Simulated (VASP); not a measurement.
A run of VASP 6.6.1 is set up as follows.

The input INCAR:

```
ALGO = Normal ; EDIFF = 1E-6
EDIFFG = -0.01 ; ENCUT = 600
GGA = RP ; IBRION = 2
ISIF = 3 ; ISMEAR = -1
LASPH = True ; LCHARG = False
LREAL = False ; LWAVE = False
NELM = 80 ; NSW = 60
PREC = Accurate ; SIGMA = 0.05
```

Contents of KPOINTS:

```
k-points
0
Gamma
  7 7 3
```

The input POSCAR:

```
Br
1.0
    3.3632500000     -2.3225500000      0.0000000000
    3.3632500000      2.3225500000      0.0000000000
    0.0000000000      0.0000000000      8.7023000000
Br
4
Direct
    0.3651000000      0.6349000000      0.3901000000
    0.1349000000      0.8651000000      0.8901000000
    0.6349000000      0.3651000000      0.6099000000
    0.8651000000      0.1349000000      0.1099000000
```

Potentials or basis: VASP PAW PBE potentials, release 64 (Br).

Command:

```sh
$ cat potpaw_PBE.64/Br/POTCAR > POTCAR
$ mpirun -np 1 vasp_std > vasp.out
```

Question: What does it give for the band gap on the k mesh?

Answer: 1.69 eV.

Question: Estimate the relaxed cell.

Answer: a = 5.391 Å, b = 5.391 Å, c = 9.181 Å, α = 90.00°, β = 90.00°, γ = 54.54°.

The path:
| step | energy change (eV) | largest force (eV/Å) | pressure (GPa) | volume (Å³) |
| --- | --- | --- | --- | --- |
| 1 | 0.0000 | 0.8572 | 3.47 | 135.95 |
| 2 | -0.0384 | 0.9306 | -1.01 | 150.94 |
| 3 | -0.1154 | 0.2926 | 0.70 | 143.61 |
| 4 | -0.1756 | 0.2602 | 0.54 | 148.83 |
| 5 | -0.2997 | 0.1563 | 0.28 | 164.93 |
| 6 | -0.3918 | 0.1251 | 0.25 | 199.15 |
| 7 | -0.3950 | 0.1869 | 0.28 | 206.20 |
| 8 | -0.3349 | 0.7571 | -1.04 | 221.42 |
| 9 | -0.3988 | 0.0349 | -0.02 | 209.01 |
| 10 | -0.3988 | 0.0281 | -0.01 | 208.89 |
| 11 | -0.3988 | 0.0251 | 0.00 | 208.84 |
| 12 | -0.3998 | 0.0242 | -0.01 | 210.01 |
| 13 | -0.4021 | 0.0230 | -0.03 | 213.51 |
| 14 | -0.4043 | 0.0330 | -0.07 | 220.49 |
| 15 | -0.4005 | 0.2328 | 0.27 | 219.75 |
| 16 | -0.4045 | 0.0184 | -0.01 | 220.35 |
| 17 | -0.4047 | 0.0193 | -0.01 | 220.05 |
| 18 | -0.4053 | 0.0209 | 0.00 | 219.14 |
| 19 | -0.4059 | 0.0224 | 0.02 | 217.29 |
| 20 | -0.4037 | 0.1499 | -0.22 | 217.69 |
| 21 | -0.4060 | 0.0033 | -0.01 | 217.34 |

Caveat: the volume moved by over 15 % at a fixed basis, so the end points are rough; this functional lacks dispersion, which holds the molecules together, so the pressure and a relaxed volume are unreliable; the PAW data sets were made with another functional, which shifts forces and pressure a little. Zero-point motion and thermal expansion aren't in these numbers.
